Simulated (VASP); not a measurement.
# Te (Pm-3m) in VASP: further runs

The runs below take Te through single point, with PBEsol.

Everything below comes from runs of VASP 6.6.1. Logs are shortened: lines on timing, memory, paths and dates and some standing lists are left out, and cuts for length are marked.

**1. The cell of the first run**

It takes space group Pm-3m (No. 221, cubic). The conventional cell has a = 3.148 Å, b = 3.148 Å, c = 3.148 Å, α = 90.00°, β = 90.00°, γ = 90.00°. Within 4.1 Å of Te (site symmetry m-3m) lie 6 Te at 3.15 Å.

**2. Single point, PBEsol**

Input file INCAR:

```
PREC = Accurate ; ENCUT = 520
EDIFF = 1E-6 ; ISMEAR = -1
SIGMA = 0.02 ; LREAL = F
LASPH = T ; NELM = 80
ALGO = Normal ; ISIF = 2
LWAVE = F ; LCHARG = T
GGA = PS ; LELF = T
LVHAR = T ; NBANDS = 9
```

Input file KPOINTS:

```
regular mesh
0
Gamma
  8 8 8
```

Input file POSCAR:

```
Te
1.0
    3.1477125170      0.0000000000      0.0000000000
    0.0000000000      3.1477125170      0.0000000000
    0.0000000000      0.0000000000      3.1477125170
Te
1
Direct
    0.0000000000      0.0000000000      0.0000000000
```

Potentials or basis: VASP PAW PBE potentials, release 64 (Te).

On the command line:

```console
> cat potpaw_PBE.64/Te/POTCAR > POTCAR
> mpirun -np 1 vasp_std > vasp.out
```

OUTCAR:

```text
PREC = Accurate
   ENCUT = 520
   EDIFF = 1E-6
   ISMEAR = -1
   LREAL = F
   LASPH = T
   NELM = 80
   ISIF = 2
   GGA = PS

 ion  position               nearest neighbor table
   1  0.000  0.000  0.000-

  LATTYP: Found a simple cubic cell.
 ALAT       =     3.1477125170

  Lattice vectors:

 A1 = (   3.1477125170,   0.0000000000,   0.0000000000)
 A2 = (   0.0000000000,   3.1477125170,   0.0000000000)
 A3 = (   0.0000000000,   0.0000000000,   3.1477125170)

Analysis of symmetry for initial positions (statically):
=====================================================================
 Subroutine PRICEL returns:
 Original cell was already a primitive cell.

 Routine SETGRP: Setting up the symmetry group for a
 simple cubic supercell.

 Subroutine GETGRP returns: Found 48 space group operations
 (whereof 48 operations were pure point group operations)
 out of a pool of 48 trial point group operations.

The static configuration has the point symmetry O_h .

Analysis of symmetry for dynamics (positions and initial velocities):
=====================================================================
 Subroutine PRICEL returns:
 Original cell was already a primitive cell.

 Routine SETGRP: Setting up the symmetry group for a
 simple cubic supercell.

 Subroutine GETGRP returns: Found 48 space group operations
 (whereof 48 operations were pure point group operations)
 out of a pool of 48 trial point group operations.

The dynamic configuration has the point symmetry O_h .

 Subroutine INISYM returns: Found 48 space group operations
 (whereof 48 operations are pure point group operations),
 and found     1 'primitive' translations

----------------------------------------------------------------------------------------

                                     Primitive cell

  volume of cell :      31.1878

  direct lattice vectors                    reciprocal lattice vectors
     3.147712517  0.000000000  0.000000000     0.317691020  0.000000000  0.000000000
     0.000000000  3.147712517  0.000000000     0.000000000  0.317691020  0.000000000
     0.000000000  0.000000000  3.147712517     0.000000000  0.000000000  0.317691020

  length of vectors
     3.147712517  3.147712517  3.147712517     0.317691020  0.317691020  0.317691020

  position of ions in fractional coordinates (direct lattice)
     0.000000000  0.000000000  0.000000000

  ion indices of the primitive-cell ions
   primitive index   ion index
                 1           1

----------------------------------------------------------------------------------------

 KPOINTS: regular mesh

Automatic generation of k-mesh.
 Grid dimensions read from file:
 generate k-points for:    8    8    8

 Generating k-lattice:

  Cartesian coordinates                     Fractional coordinates (reciprocal lattice)
     0.039711377  0.000000000  0.000000000     0.125000000  0.000000000  0.000000000
     0.000000000  0.039711377  0.000000000     0.000000000  0.125000000  0.000000000
     0.000000000  0.000000000  0.039711377     0.000000000  0.000000000  0.125000000

  Length of vectors
     0.039711377  0.039711377  0.039711377

  Shift w.r.t. Gamma in fractional coordinates (k-lattice)
     0.000000000  0.000000000  0.000000000

 Subroutine IBZKPT returns following result:
 ===========================================

 Found     35 irreducible k-points:

 Following reciprocal coordinates:
            Coordinates               Weight
  0.000000  0.000000  0.000000      1.000000
  0.125000  0.000000  0.000000      6.000000
  0.250000  0.000000  0.000000      6.000000
  0.375000  0.000000  0.000000      6.000000
  0.500000  0.000000  0.000000      3.000000
  0.125000  0.125000  0.000000     12.000000
[... 16 lines left out ...]
  0.375000  0.375000  0.125000     24.000000
  0.500000  0.375000  0.125000     24.000000
 [... further k-points ...]
   k-points           NKPTS =     35   k-points in BZ     NKDIM =     35   number of bands    NBANDS=      9
   number of dos      NEDOS =    301   number of ions     NIONS =      1
   total plane-waves  NPLWV =  13824
   dimension x,y,z NGX =    24 NGY =   24 NGZ =   24
   dimension x,y,z NGXF=    48 NGYF=   48 NGZF=   48
   ions per type =               1
   NGX,Y,Z   is equivalent  to a cutoff of  12.68, 12.68, 12.68 a.u.
   NGXF,Y,Z  is equivalent  to a cutoff of  25.35, 25.35, 25.35 a.u.
 SYSTEM =  unknown system
   PREC   = accura    normal or accurate (medium, high low for compatibility)
   ISTART =      0    job   : 0-new  1-cont  2-samecut
   ICHARG =      2    charge: 1-file 2-atom 10-const
   ISPIN  =      1    spin polarized calculation?
   LNONCOLLINEAR =      F non collinear calculations
   LSORBIT =      F    spin-orbit coupling
   LASPH  =      T    aspherical Exc in radial PAW
   ENCUT  =  520.0 eV  38.22 Ry    6.18 a.u.   5.85  5.85  5.85*2*pi/ulx,y,z
   NELM   =     80;   NELMIN=  2; NELMDL= -5     # of ELM steps
   EDIFF  = 0.1E-05   stopping-criterion for ELM
   LREAL  =      F    real-space projection
   EDIFFG = 0.1E-04   stopping-criterion for IOM
   NSW    =      0    number of steps for IOM
   IBRION =     -1    ionic relax: 0-MD 1-quasi-New 2-CG
   NFREE  =      0    steps in history (QN), initial steepest desc. (CG)
   ISIF   =      2    stress and relaxation
   ISYM   =      2    0-nonsym 1-usesym 2-fastsym
   POTIM  = 0.5000    time-step for ionic-motion
   TEBEG  =    0.0;   TEEND  =   0.0 temperature during run
   PSTRESS=    0.0 pullay stress
   NELECT =       6.0000    total number of electrons
   NUPDOWN=      -1.0000    fix difference up-down
   EMIN   =  10.00;   EMAX   =-10.00  energy-range for DOS
   EFERMI =   0.00;   METHOD = LEGACY
   ISMEAR =    -1;   SIGMA  =   0.02  broadening in eV -4-tet -1-fermi 0-gaus
   EFERMI_NEDOS =   21; number of points for ismear=-14 and -15
   IALGO  =     38    algorithm
   IMIX   =      4    mixing-type and parameters
     AMIX     =   0.40;   BMIX     =  1.00
     AMIX_MAG =   1.60;   BMIX_MAG =  1.00
  volume/ion in A,a.u.               =      31.19       210.47
  Fermi-wavevector in a.u.,A,eV,Ry     =   0.945069  1.785921 12.152117  0.893155
  Thomas-Fermi vector in A             =   2.072935
   LORBIT       =      0    0 simple, 1 ext, 2 COOP (PROOUT), +10 PAW based schemes
   GGA     = PS    functional components
   LHFCALC =     F    Hartree Fock is set to
   AEXX    =    0.0000 exact exchange contribution
   IVDW    =     0    specifies the selected vdW correction
   LEPSILON=     F    determine dielectric tensor
   LRPA    =     F    only Hartree local field effects (RPA)
 non-spin polarized calculation
  energy-cutoff  :      520.00
  volume of cell :       31.19
 maximum number of plane-waves:       860
 NGX is ok and might be reduce to    24
   NGX = 11   NGY = 11   NGZ = 11

 number of electron       5.9999999 magnetization

 Free energy of the ion-electron system (eV)
  ---------------------------------------------------
  ext. energy  EPLUGINS =         0.00000000
  ---------------------------------------------------
  free energy    TOTEN  =        -3.50226509 eV

  energy without entropy =       -3.50078799  energy(sigma->0) =       -3.50152654

 E-fermi :   7.0086     XC(G=0):  -9.6310

 val. band max:        6.9642838934   @ k =   0.5000   0.5000   0.2500
 cond. band min:       7.0136366363   @ k =   0.2500   0.1250   0.0000
 fundamental gap:      0.0493527428
 Fermi energy:         7.0086457204

 k-point     1 :       0.0000    0.0000    0.0000
  band No.  band energies     occupation
      1      -7.0562      2.00000
      2       8.1751      0.00000
      3       8.1751      0.00000
      4       8.1751      0.00000
      5      12.9182      0.00000
      6      12.9182      0.00000
      7      13.4421      0.00000
      8      24.7415      0.00000
      9      24.7415      0.00000

 k-point     2 :       0.1250    0.0000    0.0000
  band No.  band energies     occupation
      1      -6.8623      2.00000
      2       6.3236      2.00000
      3       8.3507      0.00000
      4       8.3507      0.00000
      5      13.0951      0.00000
      6      13.4451      0.00000
      7      15.3368      0.00000
      8      22.3633      0.00000
      9      22.3633      0.00000

 k-point     3 :       0.2500    0.0000    0.0000
  band No.  band energies     occupation
      1      -6.3169      2.00000
      2       3.6149      2.00000
      3       8.8219      0.00000
      4       8.8219      0.00000
      5      13.6061      0.00000
      6      14.0750      0.00000
      7      18.8109      0.00000
      8      20.0003      0.00000
      9      20.0003      0.00000

 k-point     4 :       0.3750    0.0000    0.0000
  band No.  band energies     occupation
      1      -5.5899      2.00000
      2       1.4701      2.00000
      3       9.3882      0.00000
      4       9.3882      0.00000
      5      14.3430      0.00000
      6      15.1115      0.00000
      7      18.2747      0.00000
      8      18.2747      0.00000
      9      18.3967      0.00000
[... 205 lines left out ...]
 k-point    22 :       0.5000    0.2500    0.1250
  band No.  band energies     occupation
      1      -4.2376      2.00000
      2       1.4613      2.00000
      3       5.5087      2.00000
      4       8.6655      0.00000
      5      11.6696      0.00000
      6      15.1075      0.00000
      7      17.9449      0.00000
      8      19.2840      0.00000
      9      21.7879      0.00000

 k-point    23 :       0.3750    0.3750    0.1250
  band No.  band energies     occupation
      1      -3.9043      2.00000
      2       2.9469      2.00000
      3       3.0738      2.00000
      4       8.9449      0.00000
      5      10.5190      0.00000
      6      16.2854      0.00000
      7      16.8018      0.00000
      8      18.9615      0.00000
      9      21.8172      0.00000

 k-point    24 :       0.5000    0.3750    0.1250
  band No.  band energies     occupation
      1      -3.4869      2.00000
      2       2.1071      2.00000
      3       3.3535      2.00000
      4       9.2635      0.00000
      5       9.7347      0.00000
      6      15.8823      0.00000
      7      17.0070      0.00000
      8      19.4441      0.00000
      9      20.9089      0.00000

 [... further k-points ...]
[... 5 lines left out ...]
  --------------------------------------------------------------------------------------
  -------------------------------------------------------------------------------------
  Total        0.1236700      0.1236700      0.1236700     -0.0000000     -0.0000000     -0.0000000
  in kB        6.3531581      6.3531581      6.3531581     -0.0000000     -0.0000000     -0.0000000
  external PRESSURE =       6.3531581 kB  Pullay stress =       0.0000000 kB

 VOLUME and BASIS-vectors are now :
 -----------------------------------------------------------------------------
  energy-cutoff  :      520.00
  volume of cell :       31.19
      direct lattice vectors                 reciprocal lattice vectors
     3.147712517  0.000000000  0.000000000     0.317691020  0.000000000  0.000000000
     0.000000000  3.147712517  0.000000000     0.000000000  0.317691020  0.000000000
     0.000000000  0.000000000  3.147712517     0.000000000  0.000000000  0.317691020

 POSITION                                       TOTAL-FORCE (eV/Angst)
 -----------------------------------------------------------------------------------
      0.00000      0.00000      0.00000         0.000000      0.000000      0.000000
 -----------------------------------------------------------------------------------
    total drift:                               -0.000000      0.000000      0.000000

  FREE ENERGIE OF THE ION-ELECTRON SYSTEM (eV)
  ---------------------------------------------------
  free  energy   TOTEN  =        -3.5022650944 eV

  energy  without entropy=       -3.5007879942  energy(sigma->0) =       -3.50152654
```

It took 5.9 s on 1 thread of Intel Xeon 6975P-C, shared host; peak memory 0.14 GiB.

What came out:

```
Free energy            : -3.5023 eV
Pressure               : 0.6 GPa
Band gap on the k mesh : zero (band 3 reaches 9.66 eV, above the bottom of band 4 at 3.81 eV)
```

Caveat: the PAW data sets were made with another functional, which shifts forces and pressure a little; spin-orbit coupling is left out, which moves the levels of the heavy elements.

**3. Single point, PBEsol**

This run uses another cell than the first one, of 31.50 Å³/atom, 1.010 times its volume.

Input file INCAR:

```
PREC = Accurate ; ENCUT = 520
EDIFF = 1E-6 ; ISMEAR = -1
SIGMA = 0.02 ; LREAL = False
LASPH = True ; NELM = 60
ALGO = Normal ; ISIF = 2
LWAVE = False ; LCHARG = False
GGA = PS ; NBANDS = 9
```

Input file KPOINTS:

```
Automatic mesh
0
Gamma
  8 8 8
```

Input file POSCAR:

```
Te
1.0
    3.1582753899      0.0000000000      0.0000000000
    0.0000000000      3.1582753899      0.0000000000
    0.0000000000      0.0000000000      3.1582753899
Te
1
Direct
    0.0000000000      0.0000000000      0.0000000000
```

Potentials or basis: VASP PAW PBE potentials, release 64 (Te).

On the command line:

```console
> cat potpaw_PBE.64/Te/POTCAR > POTCAR
> mpirun -np 1 vasp_std > vasp.out
```

Run time: 4.6 s. Hardware: 1 thread of Intel Xeon 6975P-C, shared host; peak memory 0.14 GiB.

The run converged. Its results:

```
Free energy            : -3.5029 eV
Pressure               : 0.0 GPa
Band gap on the k mesh : zero (band 3 reaches 9.49 eV, above the bottom of band 4 at 3.71 eV)
```

Levels at points of the mesh, in eV from the Fermi level:
```
           k point  band 1  band 2  band 3  band 4  band 5  band 6  band 7
(0.00, 0.00, 0.00)  -13.99    1.15    1.15    1.15    5.92    5.92    6.39
(0.50, 0.00, 0.00)  -12.15   -6.35    2.62    2.62    7.80    9.49    9.56
(0.50, 0.50, 0.00)  -10.26   -4.69   -4.69    1.80    4.03   10.99   12.42
(0.50, 0.50, 0.50)   -8.26   -3.16   -3.16   -3.16    4.21    4.21    4.21
```

Caveat: the PAW data sets were made with another functional, which shifts forces and pressure a little; spin-orbit coupling is left out, which moves the levels of the heavy elements.

**4. Single point, PBEsol**

This run uses another cell than the first one, of 31.82 Å³/atom, 1.020 times its volume.

Input file INCAR:

```
PREC     = Accurate       # precision mode
ENCUT    = 520            # plane-wave cutoff, eV
EDIFF    = 1E-6           # SCF threshold, eV
ISMEAR   = -1             # smearing method
SIGMA    = 0.02           # smearing width, eV
LREAL    = F              # projectors in reciprocal space
LASPH    = T              # aspherical terms in the spheres
NELM     = 60             # most SCF steps
ALGO     = Normal         # electronic algorithm
ISIF     = 2              # what is computed and relaxed
LWAVE    = F              # write WAVECAR
LCHARG   = F              # write CHGCAR
GGA      = PS             # functional
NBANDS   = 9              # bands
```

KPOINTS is that of step 3.

Input file POSCAR:

```
Te
1.0
    3.1687680762      0.0000000000      0.0000000000
    0.0000000000      3.1687680762      0.0000000000
    0.0000000000      0.0000000000      3.1687680762
Te
1
Direct
    0.0000000000      0.0000000000      0.0000000000
```

On the command line:

```console
> cat potpaw_PBE.64/Te/POTCAR > POTCAR
> mpirun -np 1 vasp_std > vasp.out
```

It took 6.5 s on 1 thread of Intel Xeon 6975P-C, shared host; peak memory 0.14 GiB.

It converged, with:

* Free energy: -3.5024 eV
* Pressure: -0.5 GPa
* Band gap on the k mesh: zero (band 3 reaches 9.32 eV, above the bottom of band 4 at 3.61 eV)

Levels at points of the mesh, in eV from the Fermi level:
| k point | band 1 | band 2 | band 3 | band 4 | band 5 | band 6 | band 7 |
| --- | --- | --- | --- | --- | --- | --- | --- |
| (0.00, 0.00, 0.00) | -13.91 | 1.14 | 1.14 | 1.14 | 5.93 | 5.93 | 6.35 |
| (0.50, 0.00, 0.00) | -12.10 | -6.27 | 2.58 | 2.58 | 7.79 | 9.42 | 9.54 |
| (0.50, 0.50, 0.00) | -10.25 | -4.63 | -4.63 | 1.85 | 3.96 | 10.93 | 12.40 |
| (0.50, 0.50, 0.50) | -8.30 | -3.13 | -3.13 | -3.13 | 4.24 | 4.24 | 4.24 |

Caveat: the PAW data sets were made with another functional, which shifts forces and pressure a little; spin-orbit coupling is left out, which moves the levels of the heavy elements.

**5. Summary**

| cell | gap on the mesh (eV) | pressure (GPa) |
| --- | --- | --- |
| a = 3.148 Å, 1 atom | none | 0.6 |
| a = 3.158 Å, 1 atom | none | 0.0 |
| a = 3.169 Å, 1 atom | none | -0.5 |

Alike in all rows: task single point; level PBEsol; potentials or basis VASP PAW PBE potentials, release 64 (Te); no spin polarisation; k mesh 8 × 8 × 8; cutoff (eV) 520; smearing fermi-dirac 0.02 eV.

Caveats: the PAW data sets were made with another functional, which shifts forces and pressure a little; spin-orbit coupling is left out, which moves the levels of the heavy elements.

Total energies depend on the potentials used, so only differences within one code and one set of settings carry meaning.
